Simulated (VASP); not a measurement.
Set up this calculation in VASP 6.6.1, as the native input.

```yaml
Task: single point
Functional: PBE
Potentials_or_basis: VASP PAW PBE potentials, release 64 (In_d, Sb)
Cutoff: 520 eV
k_mesh: 11 × 11 × 11
Occupations: fermi-dirac, width 0.1 eV
Spin: no spin polarisation
Dipole_correction: no
Further_INCAR_settings: ALGO = Normal; EDIFF = 1e-06; NBANDS = 16
```

The structure of InSb (zincblende type) lies in POSCAR:

```
InSb
1.0
    0.0000000000      2.9741561659      2.9741561659
    2.9741561659      0.0000000000      2.9741561659
    2.9741561659      2.9741561659      0.0000000000
In Sb
1 1
Direct
    0.0000000000      0.0000000000      0.0000000000
    0.2500000000      0.2500000000      0.2500000000
```

This cell differs from its parent crystal: volume scaled by 0.72.

The input as run:

INCAR

```
SYSTEM = InSb
PREC     = Accurate       ! precision mode
ENCUT    = 520            ! plane-wave cutoff, eV
EDIFF    = 1E-6           ! SCF threshold, eV
ISMEAR   = -1             ! smearing method
SIGMA    = 0.1            ! smearing width, eV
LREAL    = .False.        ! projectors in reciprocal space
LASPH    = .True.         ! aspherical terms in the spheres
NELM     = 60             ! most SCF steps
ALGO     = Normal         ! electronic algorithm
ISIF     = 2              ! what is computed and relaxed
LWAVE    = .False.        ! write WAVECAR
LCHARG   = .False.        ! write CHGCAR
GGA      = PE             ! functional
NBANDS   = 16             ! bands
```

KPOINTS

```
regular mesh
0
Gamma
  11 11 11
  0 0 0
```

Potentials or basis: VASP PAW PBE potentials, release 64 (In_d, Sb).

Command:

```sh
$ cat potpaw_PBE.64/In_d/POTCAR potpaw_PBE.64/Sb/POTCAR > POTCAR
$ mpirun -np 1 vasp_std > vasp.out
```

It gave:

* Pressure: 26.4 GPa
* Band gap on the k mesh: 0.73 eV, indirect (least direct gap 1.35 eV)

Caveat: spin-orbit coupling is left out, which moves the levels of the heavy elements.

Wall time 20 s on 1 thread of Intel(R) Xeon(R) Platinum 8559C (Emerald Rapids), on a shared host, peak memory 0.2 GiB.
